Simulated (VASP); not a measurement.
# Mo in VASP: single point with PBE

Aim: the single point of Mo with PBE.

Program: VASP 6.6.1. These are calculated values, not measurements. Logs are shortened: lines on timing, memory, paths and dates and some standing lists are left out, and cuts for length are marked.

**1. The cell of the first run**

The cell holds a slab with vacuum, 9 atoms: a = 2.721 Å, b = 4.443 Å, c = 28.262 Å, α = 90.00°, β = 90.00°, γ = 90.00°.

**2. Single point, PBE**

Input file INCAR:

```
  PREC = Accurate
  ENCUT = 520
  EDIFF = 1E-6
  ISMEAR = 0
  SIGMA = 0.1
  LREAL = F
  LASPH = T
  NELM = 100
  ALGO = Normal
  ISIF = 2
  LWAVE = F
  LCHARG = F
  LDIPOL = T
  IDIPOL = 3
  DIPOL = 0.5 0.5 0.501
  GGA = PE
  NBANDS = 73
```

Input file KPOINTS:

```
regular mesh
0
Gamma
  9 6 1
```

Input file POSCAR:

```
Mo
1.0
    2.7210518200      0.0000000000      0.0000000000
    0.0000000000      4.4434590100      0.0000000000
    0.0000000000      0.0000000000     28.2617292424
Mo
9
Direct
    0.3333333300      0.5000000000      0.3184518514
    0.6666666700      0.0000000000      0.3638388910
    0.0000000000      0.5000000000      0.4092259307
    0.3333333300      0.0000000000      0.4546129603
    0.6597323858      0.5000000000      0.5007807788
   -0.0158058110      0.0000000000      0.5473461963
    0.3129046516      0.5000000000      0.5932165098
    0.6691321757      0.0000000000      0.6390208679
    0.0015930399      0.5000000000      0.6780239098
```

Potentials or basis: VASP PAW PBE potentials, release 64 (Mo_sv).

Launch:

```bash
cat potpaw_PBE.64/Mo_sv/POTCAR > POTCAR
mpirun -np 1 vasp_std > vasp.out
```

OUTCAR:

```text
PREC = Accurate
   ENCUT = 520
   EDIFF = 1E-6
   ISMEAR = 0
   LREAL = F
   LASPH = T
   NELM = 100
   ISIF = 2
   GGA = PE

 ion  position               nearest neighbor table
   1  0.333  0.500  0.318-   2 2.72   2 2.72   3 2.72   2 3.14   2 3.14   3 3.14
   2  0.667  0.000  0.364-   4 2.72   3 2.72   3 2.72   1 2.72   1 2.72   4 3.14   1 3.14   1 3.14
                             3 3.14   3 3.14
   3  0.000  0.500  0.409-   4 2.72   4 2.72   2 2.72   2 2.72   1 2.72   5 2.75   4 3.14   4 3.14
                             2 3.14   2 3.14   1 3.14   5 3.15
   4  0.333  0.000  0.455-   3 2.72   3 2.72   2 2.72   5 2.73   5 2.73   6 2.79   2 3.14   3 3.14
                             3 3.14   5 3.16   5 3.16   6 3.16
   5  0.660  0.500  0.501-   4 2.73   4 2.73   6 2.73   6 2.73   3 2.75   7 2.78   3 3.15   7 3.16
                             4 3.16   4 3.16   6 3.17   6 3.17
   6  0.984  0.000  0.547-   7 2.72   7 2.72   5 2.73   5 2.73   8 2.73   4 2.79   7 3.15   7 3.15
                             4 3.16   5 3.17   5 3.17   8 3.19
   7  0.313  0.500  0.593-   9 2.54   6 2.72   6 2.72   8 2.75   8 2.75   5 2.78   9 3.04   8 3.11
                             8 3.11   6 3.15   6 3.15   5 3.16
   8  0.669  0.000  0.639-   9 2.64   9 2.64   6 2.73   7 2.75   7 2.75   9 3.07   9 3.07   7 3.11
                             7 3.11   6 3.19
   9  0.002  0.500  0.678-   7 2.54   8 2.64   8 2.64   7 3.04   8 3.07   8 3.07

  LATTYP: Found a simple orthorhombic cell.
 ALAT       =     2.7210518200
 B/A-ratio  =     1.6329931600
 C/A-ratio  =    10.3863252565

  Lattice vectors:

 A1 = (   2.7210518200,   0.0000000000,   0.0000000000)
 A2 = (   0.0000000000,   4.4434590100,   0.0000000000)
 A3 = (   0.0000000000,   0.0000000000,  28.2617292424)

Analysis of symmetry for initial positions (statically):
=====================================================================
 Subroutine PRICEL returns:
 Original cell was already a primitive cell.

 Routine SETGRP: Setting up the symmetry group for a
 simple orthorhombic supercell.

 Subroutine GETGRP returns: Found  2 space group operations
 (whereof  2 operations were pure point group operations)
 out of a pool of  8 trial point group operations.

The static configuration has the point symmetry C_1h.

Analysis of symmetry for dynamics (positions and initial velocities):
=====================================================================
 Subroutine PRICEL returns:
 Original cell was already a primitive cell.

 Routine SETGRP: Setting up the symmetry group for a
 simple orthorhombic supercell.

 Subroutine GETGRP returns: Found  2 space group operations
 (whereof  2 operations were pure point group operations)
 out of a pool of  8 trial point group operations.

The dynamic configuration has the point symmetry C_1h.

 Subroutine INISYM returns: Found  2 space group operations
 (whereof  2 operations are pure point group operations),
 and found     1 'primitive' translations

----------------------------------------------------------------------------------------

                                     Primitive cell

  volume of cell :     341.7092

  direct lattice vectors                    reciprocal lattice vectors
     2.721051820  0.000000000  0.000000000     0.367504945  0.000000000  0.000000000
     0.000000000  4.443459010  0.000000000     0.000000000  0.225049899  0.000000000
     0.000000000  0.000000000 28.261729242     0.000000000  0.000000000  0.035383539

  length of vectors
     2.721051820  4.443459010 28.261729242     0.367504945  0.225049899  0.035383539

  position of ions in fractional coordinates (direct lattice)
     0.333333330  0.500000000  0.318451851
     0.666666670  0.000000000  0.363838891
     0.000000000  0.500000000  0.409225931
     0.333333330  0.000000000  0.454612960
     0.659732386  0.500000000  0.500780779
     0.984194189  0.000000000  0.547346196
     0.312904652  0.500000000  0.593216510
     0.669132176  0.000000000  0.639020868
     0.001593040  0.500000000  0.678023910

  ion indices of the primitive-cell ions
   primitive index   ion index
                 1           1
                 2           2
                 3           3
                 4           4
                 5           5
                 6           6
                 7           7
                 8           8
                 9           9

----------------------------------------------------------------------------------------

 KPOINTS: regular mesh

Automatic generation of k-mesh.
 Grid dimensions read from file:
 generate k-points for:    9    6    1

 Generating k-lattice:

  Cartesian coordinates                     Fractional coordinates (reciprocal lattice)
     0.040833883  0.000000000  0.000000000     0.111111111  0.000000000  0.000000000
     0.000000000  0.037508316  0.000000000     0.000000000  0.166666667  0.000000000
     0.000000000  0.000000000  0.035383539     0.000000000  0.000000000  1.000000000

  Length of vectors
     0.040833883  0.037508316  0.035383539

  Shift w.r.t. Gamma in fractional coordinates (k-lattice)
     0.000000000  0.000000000  0.000000000

 Subroutine IBZKPT returns following result:
 ===========================================

 Found     20 irreducible k-points:

 Following reciprocal coordinates:
            Coordinates               Weight
  0.000000  0.000000  0.000000      1.000000
  0.111111  0.000000  0.000000      2.000000
  0.222222  0.000000  0.000000      2.000000
  0.333333  0.000000  0.000000      2.000000
  0.444444  0.000000  0.000000      2.000000
  0.000000  0.166667  0.000000      2.000000
[... 12 lines left out ...]
  0.333333  0.500000  0.000000      2.000000
  0.444444  0.500000  0.000000      2.000000
   k-points           NKPTS =     20   k-points in BZ     NKDIM =     20   number of bands    NBANDS=     73
   number of dos      NEDOS =    301   number of ions     NIONS =      9
   total plane-waves  NPLWV = 151200
   dimension x,y,z NGX =    20 NGY =   36 NGZ =  210
   dimension x,y,z NGXF=    40 NGYF=   72 NGZF=  420
   ions per type =               9
   NGX,Y,Z   is equivalent  to a cutoff of  12.22, 13.47, 12.35 a.u.
   NGXF,Y,Z  is equivalent  to a cutoff of  24.44, 26.94, 24.71 a.u.
 SYSTEM =  unknown system
   PREC   = accura    normal or accurate (medium, high low for compatibility)
   ISTART =      0    job   : 0-new  1-cont  2-samecut
   ICHARG =      2    charge: 1-file 2-atom 10-const
   ISPIN  =      1    spin polarized calculation?
   LNONCOLLINEAR =      F non collinear calculations
   LSORBIT =      F    spin-orbit coupling
   LASPH  =      T    aspherical Exc in radial PAW
   ENCUT  =  520.0 eV  38.22 Ry    6.18 a.u.   5.06  8.26 52.55*2*pi/ulx,y,z
   NELM   =    100;   NELMIN=  2; NELMDL= -5     # of ELM steps
   EDIFF  = 0.1E-05   stopping-criterion for ELM
   LREAL  =      F    real-space projection
   EDIFFG = 0.1E-04   stopping-criterion for IOM
   NSW    =      0    number of steps for IOM
   IBRION =     -1    ionic relax: 0-MD 1-quasi-New 2-CG
   NFREE  =      0    steps in history (QN), initial steepest desc. (CG)
   ISIF   =      2    stress and relaxation
   ISYM   =      2    0-nonsym 1-usesym 2-fastsym
   POTIM  = 0.5000    time-step for ionic-motion
   TEBEG  =    0.0;   TEEND  =   0.0 temperature during run
   PSTRESS=    0.0 pullay stress
   NELECT =     126.0000    total number of electrons
   NUPDOWN=      -1.0000    fix difference up-down
   EMIN   =  10.00;   EMAX   =-10.00  energy-range for DOS
   EFERMI =   0.00;   METHOD = LEGACY
   ISMEAR =     0;   SIGMA  =   0.10  broadening in eV -4-tet -1-fermi 0-gaus
   EFERMI_NEDOS =   21; number of points for ismear=-14 and -15
   IALGO  =     38    algorithm
   IMIX   =      4    mixing-type and parameters
     AMIX     =   0.40;   BMIX     =  1.00
     AMIX_MAG =   1.60;   BMIX_MAG =  1.00
  volume/ion in A,a.u.               =      37.97       256.22
  Fermi-wavevector in a.u.,A,eV,Ry     =   1.173941  2.218426 18.750684  1.378136
  Thomas-Fermi vector in A             =   2.310346
   LORBIT       =      0    0 simple, 1 ext, 2 COOP (PROOUT), +10 PAW based schemes
   GGA     = PE    functional components
   LHFCALC =     F    Hartree Fock is set to
   AEXX    =    0.0000 exact exchange contribution
   IVDW    =     0    specifies the selected vdW correction
   LEPSILON=     F    determine dielectric tensor
   LRPA    =     F    only Hartree local field effects (RPA)
 non-spin polarized calculation
 Gauss-broadening in eV      SIGMA  =   0.10
  energy-cutoff  :      520.00
  volume of cell :      341.71
 maximum number of plane-waves:      9284
   NGX = 11   NGY = 17   NGZ =105

 dipolmoment           0.000000      0.000000     -0.009961 electrons x Angstroem

 number of electron     126.0000004 magnetization

 dipolmoment           0.000000      0.000000      0.004257 electrons x Angstroem

 Free energy of the ion-electron system (eV)
  ---------------------------------------------------
  ext. energy  EPLUGINS =         0.00000000
  ---------------------------------------------------
  free energy    TOTEN  =       -93.87942821 eV

  energy without entropy =      -93.84112107  energy(sigma->0) =      -93.86027464

 E-fermi :   2.8384     XC(G=0):  -6.3248

 val. band max:        2.8107822937   @ k =   0.3333   0.1667   0.0000
 cond. band min:       2.8437253339   @ k =   0.3333   0.5000   0.0000
 fundamental gap:      0.0329430402
 Fermi energy:         2.8383952672

 k-point     1 :       0.0000    0.0000    0.0000
  band No.  band energies     occupation
      1     -58.4568      2.00000
      2     -58.4120      2.00000
      3     -58.2930      2.00000
      4     -58.2075      2.00000
      5     -58.1998      2.00000
      6     -58.1661      2.00000
[... 65 lines left out ...]
     72       4.4477      0.00000
     73       4.5748      0.00000
[... 1442 lines left out ...]
     72       4.6321      0.00000
     73       4.8670      0.00000

------------------------ aborting loop because EDIFF is reached ----------------------------------------

 vacuum level on the upper side and lower side of the slab       (xc-potential included)        -0.170        -0.239

  FORCE on cell =-STRESS in cart. coord.  units (eV):
  Direction    XX          YY          ZZ          XY          YZ          ZX
  --------------------------------------------------------------------------------------
  -------------------------------------------------------------------------------------
  Total       -3.4085896     -2.7608290     -2.2748053      0.0000000      0.0000000      0.3215181
  in kB      -15.9819063    -12.9447411    -10.6659145      0.0000000      0.0000000      1.5075069
  external PRESSURE =     -13.1975206 kB  Pullay stress =       0.0000000 kB

 VOLUME and BASIS-vectors are now :
 -----------------------------------------------------------------------------
  energy-cutoff  :      520.00
  volume of cell :      341.71
      direct lattice vectors                 reciprocal lattice vectors
     2.721051820  0.000000000  0.000000000     0.367504945  0.000000000  0.000000000
     0.000000000  4.443459010  0.000000000     0.000000000  0.225049899  0.000000000
     0.000000000  0.000000000 28.261729242     0.000000000  0.000000000  0.035383539

 POSITION                                       TOTAL-FORCE (eV/Angst)
 -----------------------------------------------------------------------------------
      0.90702      2.22173      9.00000        -0.014778      0.000000      1.421130
      1.81403      0.00000     10.28272        -0.204443      0.000000     -0.852985
      0.00000      2.22173     11.56543         0.207504      0.000000     -0.614799
      0.90702      0.00000     12.84815         0.011313      0.000000      0.008399
      1.79517      2.22173     14.15293         0.001092      0.000000     -0.002757
      2.67804      0.00000     15.46895        -0.003132      0.000000      0.001325
      0.85143      2.22173     16.76532         0.004633      0.000000     -0.010974
      1.82074      0.00000     18.05983        -0.007481      0.000000      0.007796
      0.00433      2.22173     19.16213         0.005293      0.000000      0.042866
 -----------------------------------------------------------------------------------
    total drift:                                0.000721      0.000000     -0.000385

  FREE ENERGIE OF THE ION-ELECTRON SYSTEM (eV)
  ---------------------------------------------------
  free  energy   TOTEN  =       -93.8794282090 eV

  energy  without entropy=      -93.8411210722  energy(sigma->0) =      -93.86027464

 vacuum level on the upper side and lower side of the slab         6.808         6.728
```

Wall time 35 min (1 thread of AMD EPYC 7R13, shared host); peak memory 0.54 GiB.

Results:

* Free energy: -93.8794 eV
* Largest force: 1.421 eV/Å
* Band gap on the k mesh: zero (bands 63 and 64 overlap by 1.47 eV)

Forces on the atoms (eV/Å):
```
Mo  -0.015  0.000  1.421
Mo  -0.204  0.000 -0.853
Mo   0.208  0.000 -0.615
Mo   0.011  0.000  0.008
Mo   0.001  0.000 -0.003
Mo  -0.003  0.000  0.001
Mo   0.005  0.000 -0.011
Mo  -0.007  0.000  0.008
Mo   0.005  0.000  0.043
```

The gap in the log of VASP goes by the Fermi energy; the results here count the filled bands.